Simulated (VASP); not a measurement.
# BiIr (F-43m) in VASP: notebook, part 2 of 2

VASP 6.6.1. The steps go on from the part before.

## Step 3: Single point, PBE (30.88 Å³/atom)

This run uses another cell than the first one, of 30.88 Å³/atom.

Input file INCAR:

```
ALGO = Normal
EDIFF = 1E-6
ENCUT = 500
GGA = PE
GGA_COMPAT = F
ISIF = 2
ISMEAR = 0
LASPH = T
LCHARG = F
LREAL = F
LWAVE = F
NBANDS = 19
NELM = 120
PREC = Accurate
SIGMA = 0.05
```

Input file KPOINTS:

```
k-points
0
Gamma
  10 10 10
```

Input file POSCAR:

```
BiIr
1.0
    0.0000000000      3.1374434283      3.1374434283
    3.1374434283      0.0000000000      3.1374434283
    3.1374434283      3.1374434283      0.0000000000
Ir Bi
1 1
Direct
    0.0000000000      0.0000000000      0.0000000000
    0.2500000000      0.2500000000      0.2500000000
```

Potentials or basis: VASP PAW PBE potentials, release 64 (Ir, Bi_d).

Command:

```console
$ cat potpaw_PBE.64/Ir/POTCAR potpaw_PBE.64/Bi_d/POTCAR > POTCAR
$ mpirun -np 1 vasp_std > vasp.out
```

OUTCAR:

```text
EDIFF = 1E-6
   ENCUT = 500
   GGA = PE
   ISIF = 2
   ISMEAR = 0
   LASPH = T
   LREAL = F
   NELM = 120
   PREC = Accurate

 ion  position               nearest neighbor table
   1  0.000  0.000  0.000-   2 2.72   2 2.72   2 2.72   2 2.72
   2  0.250  0.250  0.250-   1 2.72   1 2.72   1 2.72   1 2.72

  LATTYP: Found a face centered cubic cell.
 ALAT       =     6.2748868566

  Lattice vectors:

 A1 = (   0.0000000000,   3.1374434283,   3.1374434283)
 A2 = (   3.1374434283,   0.0000000000,   3.1374434283)
 A3 = (   3.1374434283,   3.1374434283,   0.0000000000)

Analysis of symmetry for initial positions (statically):
=====================================================================
 Subroutine PRICEL returns:
 Original cell was already a primitive cell.

 Routine SETGRP: Setting up the symmetry group for a
 face centered cubic supercell.

 Subroutine GETGRP returns: Found 24 space group operations
 (whereof 24 operations were pure point group operations)
 out of a pool of 48 trial point group operations.

The static configuration has the point symmetry T_d .

Analysis of symmetry for dynamics (positions and initial velocities):
=====================================================================
 Subroutine PRICEL returns:
 Original cell was already a primitive cell.

 Routine SETGRP: Setting up the symmetry group for a
 face centered cubic supercell.

 Subroutine GETGRP returns: Found 24 space group operations
 (whereof 24 operations were pure point group operations)
 out of a pool of 48 trial point group operations.

The dynamic configuration has the point symmetry T_d .

 Subroutine INISYM returns: Found 24 space group operations
 (whereof 24 operations are pure point group operations),
 and found     1 'primitive' translations

----------------------------------------------------------------------------------------

                                     Primitive cell

  volume of cell :      61.7672

  direct lattice vectors                    reciprocal lattice vectors
     0.000000000  3.137443428  3.137443428    -0.159365423  0.159365423  0.159365423
     3.137443428  0.000000000  3.137443428     0.159365423 -0.159365423  0.159365423
     3.137443428  3.137443428  0.000000000     0.159365423  0.159365423 -0.159365423

  length of vectors
     4.437015047  4.437015047  4.437015047     0.276029010  0.276029010  0.276029010

  position of ions in fractional coordinates (direct lattice)
     0.000000000  0.000000000  0.000000000
     0.250000000  0.250000000  0.250000000

  ion indices of the primitive-cell ions
   primitive index   ion index
                 1           1
                 2           2

----------------------------------------------------------------------------------------

 KPOINTS: k-points

Automatic generation of k-mesh.
 Grid dimensions read from file:
 generate k-points for:   10   10   10

 Generating k-lattice:

  Cartesian coordinates                     Fractional coordinates (reciprocal lattice)
    -0.015936542  0.015936542  0.015936542     0.100000000  0.000000000  0.000000000
     0.015936542 -0.015936542  0.015936542     0.000000000  0.100000000  0.000000000
     0.015936542  0.015936542 -0.015936542     0.000000000  0.000000000  0.100000000

  Length of vectors
     0.027602901  0.027602901  0.027602901

  Shift w.r.t. Gamma in fractional coordinates (k-lattice)
     0.000000000  0.000000000  0.000000000

 Subroutine IBZKPT returns following result:
 ===========================================

 Found     47 irreducible k-points:

 Following reciprocal coordinates:
            Coordinates               Weight
  0.000000  0.000000  0.000000      1.000000
  0.100000  0.000000  0.000000      8.000000
  0.200000  0.000000  0.000000      8.000000
  0.300000  0.000000  0.000000      8.000000
  0.400000  0.000000  0.000000      8.000000
  0.500000  0.000000  0.000000      4.000000
[... 16 lines left out ...]
  0.300000  0.300000  0.000000      6.000000
  0.400000  0.300000  0.000000     24.000000
 [... further k-points ...]
   k-points           NKPTS =     47   k-points in BZ     NKDIM =     47   number of bands    NBANDS=     19
   number of dos      NEDOS =    301   number of ions     NIONS =      2
   total plane-waves  NPLWV =  32768
   dimension x,y,z NGX =    32 NGY =   32 NGZ =   32
   dimension x,y,z NGXF=    64 NGYF=   64 NGZF=   64
   ions per type =               1   1
   NGX,Y,Z   is equivalent  to a cutoff of  11.99, 11.99, 11.99 a.u.
   NGXF,Y,Z  is equivalent  to a cutoff of  23.98, 23.98, 23.98 a.u.
 SYSTEM =  unknown system
   PREC   = accura    normal or accurate (medium, high low for compatibility)
   ISTART =      0    job   : 0-new  1-cont  2-samecut
   ICHARG =      2    charge: 1-file 2-atom 10-const
   ISPIN  =      1    spin polarized calculation?
   LNONCOLLINEAR =      F non collinear calculations
   LSORBIT =      F    spin-orbit coupling
   LASPH  =      T    aspherical Exc in radial PAW
   ENCUT  =  500.0 eV  36.75 Ry    6.06 a.u.   8.09  8.09  8.09*2*pi/ulx,y,z
   NELM   =    120;   NELMIN=  2; NELMDL= -5     # of ELM steps
   EDIFF  = 0.1E-05   stopping-criterion for ELM
   LREAL  =      F    real-space projection
   EDIFFG = 0.1E-04   stopping-criterion for IOM
   NSW    =      0    number of steps for IOM
   IBRION =     -1    ionic relax: 0-MD 1-quasi-New 2-CG
   NFREE  =      0    steps in history (QN), initial steepest desc. (CG)
   ISIF   =      2    stress and relaxation
   ISYM   =      2    0-nonsym 1-usesym 2-fastsym
   POTIM  = 0.5000    time-step for ionic-motion
   TEBEG  =    0.0;   TEEND  =   0.0 temperature during run
   PSTRESS=    0.0 pullay stress
   NELECT =      24.0000    total number of electrons
   NUPDOWN=      -1.0000    fix difference up-down
   EMIN   =  10.00;   EMAX   =-10.00  energy-range for DOS
   EFERMI =   0.00;   METHOD = LEGACY
   ISMEAR =     0;   SIGMA  =   0.05  broadening in eV -4-tet -1-fermi 0-gaus
   EFERMI_NEDOS =   21; number of points for ismear=-14 and -15
   IALGO  =     38    algorithm
   IMIX   =      4    mixing-type and parameters
     AMIX     =   0.40;   BMIX     =  1.00
     AMIX_MAG =   1.60;   BMIX_MAG =  1.00
  volume/ion in A,a.u.               =      30.88       208.41
  Fermi-wavevector in a.u.,A,eV,Ry     =   1.194610  2.257485 19.416768  1.427092
  Thomas-Fermi vector in A             =   2.330595
   LORBIT       =      0    0 simple, 1 ext, 2 COOP (PROOUT), +10 PAW based schemes
   GGA     = PE    functional components
   LHFCALC =     F    Hartree Fock is set to
   AEXX    =    0.0000 exact exchange contribution
   IVDW    =     0    specifies the selected vdW correction
   LEPSILON=     F    determine dielectric tensor
   LRPA    =     F    only Hartree local field effects (RPA)
 non-spin polarized calculation
 Gauss-broadening in eV      SIGMA  =   0.05
  energy-cutoff  :      500.00
  volume of cell :       61.77
 maximum number of plane-waves:      1596
   NGX = 17   NGY = 17   NGZ = 17

 number of electron      24.0000009 magnetization

 Free energy of the ion-electron system (eV)
  ---------------------------------------------------
  ext. energy  EPLUGINS =         0.00000000
  ---------------------------------------------------
  free energy    TOTEN  =       -11.37805044 eV

  energy without entropy =      -11.37682451  energy(sigma->0) =      -11.37743748

 E-fermi :   4.5257     XC(G=0):  -9.5826

 val. band max:        4.5123429594   @ k =  -0.4000   0.3000   0.0000
 cond. band min:       4.6317854906   @ k =  -0.3000   0.3000   0.1000
 fundamental gap:      0.1194425312
 Fermi energy:         4.5257042858

 k-point     1 :       0.0000    0.0000    0.0000
  band No.  band energies     occupation
      1     -17.9966      2.00000
      2     -17.9966      2.00000
      3     -17.9966      2.00000
      4     -17.9620      2.00000
      5     -17.9620      2.00000
      6      -7.0725      2.00000
[... 11 lines left out ...]
     18      11.0401      0.00000
     19      12.4732      0.00000
[... 485 lines left out ...]
 k-point    24 :       0.4000    0.3000    0.0000
  band No.  band energies     occupation
      1     -18.0097      2.00000
      2     -17.9923      2.00000
      3     -17.9916      2.00000
      4     -17.9631      2.00000
      5     -17.9540      2.00000
      6      -6.2176      2.00000
[... 11 lines left out ...]
     18      14.7656      0.00000
     19      15.8215      0.00000

 [... further k-points ...]

------------------------ aborting loop because EDIFF is reached ----------------------------------------

  FORCE on cell =-STRESS in cart. coord.  units (eV):
  Direction    XX          YY          ZZ          XY          YZ          ZX
  --------------------------------------------------------------------------------------
  -------------------------------------------------------------------------------------
  Total       -1.8408337     -1.8408337     -1.8408337      0.0000000      0.0000000      0.0000000
  in kB      -47.7493470    -47.7493470    -47.7493470      0.0000000      0.0000000      0.0000000
  external PRESSURE =     -47.7493470 kB  Pullay stress =       0.0000000 kB

 VOLUME and BASIS-vectors are now :
 -----------------------------------------------------------------------------
  energy-cutoff  :      500.00
  volume of cell :       61.77
      direct lattice vectors                 reciprocal lattice vectors
     0.000000000  3.137443428  3.137443428    -0.159365423  0.159365423  0.159365423
     3.137443428  0.000000000  3.137443428     0.159365423 -0.159365423  0.159365423
     3.137443428  3.137443428  0.000000000     0.159365423  0.159365423 -0.159365423

 POSITION                                       TOTAL-FORCE (eV/Angst)
 -----------------------------------------------------------------------------------
      0.00000      0.00000      0.00000         0.000000      0.000000      0.000000
      1.56872      1.56872      1.56872        -0.000000     -0.000000     -0.000000
 -----------------------------------------------------------------------------------
    total drift:                                0.000000      0.000000      0.000000

  FREE ENERGIE OF THE ION-ELECTRON SYSTEM (eV)
  ---------------------------------------------------
  free  energy   TOTEN  =       -11.3780504398 eV

  energy  without entropy=      -11.3768245144  energy(sigma->0) =      -11.37743748
```

OSZICAR:

```text
N       E                     dE             d eps       ncg     rms          rms(c)
DAV:   1     0.227829832896E+03    0.22783E+03   -0.11859E+04  1786   0.133E+03
DAV:   2     0.597871961416E+01   -0.22185E+03   -0.21403E+03  1786   0.382E+02
DAV:   3    -0.110041927953E+02   -0.16983E+02   -0.16777E+02  2138   0.117E+02
DAV:   4    -0.114617456898E+02   -0.45755E+00   -0.45726E+00  2116   0.200E+01
DAV:   5    -0.114791537131E+02   -0.17408E-01   -0.17408E-01  2497   0.358E+00    0.458E+00
DAV:   6    -0.114082143915E+02    0.70939E-01   -0.17846E-01  2089   0.413E+00    0.215E+00
DAV:   7    -0.113860893975E+02    0.22125E-01   -0.87414E-02  2510   0.245E+00    0.126E+00
DAV:   8    -0.113778628308E+02    0.82266E-02   -0.40325E-02  1966   0.175E+00    0.168E-01
DAV:   9    -0.113779593840E+02   -0.96553E-04   -0.25095E-03  2142   0.560E-01    0.547E-02
DAV:  10    -0.113780242910E+02   -0.64907E-04   -0.14151E-04  1968   0.125E-01    0.200E-02
DAV:  11    -0.113780488282E+02   -0.24537E-04   -0.25199E-05  1882   0.368E-02    0.366E-03
DAV:  12    -0.113780500880E+02   -0.12598E-05   -0.16314E-06  2083   0.908E-03    0.229E-03
DAV:  13    -0.113780504398E+02   -0.35181E-06   -0.51490E-07  1538   0.386E-03
   1 F= -.11378050E+02 E0= -.11377437E+02  d E =-.122593E-02
```

stdout:

```text
POSCAR found type information on POSCAR IrBi
 POSCAR found :  2 types and       2 ions
 scaLAPACK will be used
 LDA part: xc-table for (Slater+PW92), standard interpolation
 POSCAR, INCAR and KPOINTS ok, starting setup
 FFT: planning ... GRIDC
 FFT: planning ... GRID_SOFT
 FFT: planning ... GRID
 WAVECAR not read
 entering main loop
```

Wall time 15 s (1 thread of Intel Xeon 6975P-C (Granite Rapids), shared host); peak memory 0.2 GiB.

What came out:

```yaml
Free_energy: -11.3781 eV
Pressure: -4.8 GPa
Band_gap_on_the_k_mesh: zero (bands 12 and 13 overlap by 2.39 eV)
```

Levels at points of the mesh, in eV from the Fermi level:
```
           k point  band 9  band 10  band 11  band 12  band 13  band 14  band 15  band 16
(0.00, 0.00, 0.00)   -3.08    -1.35    -1.35     1.91     4.43     4.43     4.43     6.51
(0.50, 0.00, 0.00)   -2.81    -1.28    -1.28    -1.16     2.37     2.37     3.42     7.80
(0.50, 0.50, 0.00)   -2.11    -1.42    -1.24    -1.17     0.13     0.13     4.65     5.09
```

Caveat: the cell stands under tension; spin-orbit coupling is left out, which moves the levels of the heavy elements.

The gap in the log of VASP goes by the Fermi energy; the results here count the filled bands.